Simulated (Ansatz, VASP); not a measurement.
Cr: VASP beside Ansatz

```
Cr
1.0
     2.95918    0.00000    0.00000
     0.00000    2.95918    0.00000
     0.00000    0.00000    2.95918
Cr
2
Direct
  0.00000 0.00000 0.00000
  0.50000 0.50000 0.50000
```

Alike in both runs: functional r2SCAN; k mesh 14 × 14 × 14; occupations gaussian, width 0.1 eV; collinear spin.

Ansatz relaxed the structure, and its values are those at the end. VASP's run is a single point on that final structure, the one shown.

|  | VASP | Ansatz |
| --- | --- | --- |
| version | VASP 6.6.1 | Ansatz 0.2.0 |
| potentials or method | VASP PAW PBE potentials, release 64 (Cr_pv), cutoff 520 eV | scalar-relativistic, plane waves, PAW |
| valence electrons in the cell | 24 | 28 |

|  | VASP | Ansatz | Ansatz less VASP |
| --- | --- | --- | --- |
| gap on the k mesh at the Fermi level (eV) | none | none | - |
| pressure (GPa) | 0.4 | 0.0 | -0.44 |
| net moment per atom (μB) | 0.00 | 0.00 | 0.000 |
| size of the moment on the site where the two differ most (μB) | 2.67 | 2.50 | -0.176 |

VASP's potentials were made for PBE, not for r2SCAN. Site moments also hang on the region over which each program counts them. A gap of «none» marks a metal or a gap that the smearing closes. VASP's potentials hold 24 valence electrons a cell and Ansatz's 28, so a difference there can come from the potentials and not from the codes.
